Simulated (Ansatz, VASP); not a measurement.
# Two plane-wave programs on PbS

```
Pb S
1.0
     3.58730    0.00000    0.00000
     0.00000    3.58730    0.00000
     0.00000    0.00000    3.58730
Pb S
1 1
Cartesian
  0.0000 0.0000 0.0000
  1.7936 1.7936 1.7936
```

Alike in both runs: task single point; functional PBEsol; k mesh 12 × 12 × 12; occupations fermi-dirac, width 0.15 eV; no spin polarisation.

|  | VASP | Ansatz |
| --- | --- | --- |
| version | VASP 6.6.1 | Ansatz 0.2.0 |
| potentials or method | VASP PAW PBE potentials, release 64 (Pb_d, S), cutoff 500 eV | scalar-relativistic, plane waves, PAW |
| valence electrons in the cell | 20 | 20 |

```csv
,VASP,Ansatz,Ansatz less VASP
gap on the k mesh at the Fermi level (eV),none,none,-
pressure (GPa),-0.5,-0.5,+0.04
```

VASP's potentials were made for PBE, not for PBEsol. A gap of «none» marks a metal or a gap that the smearing closes.

Spin-orbit coupling is off throughout.
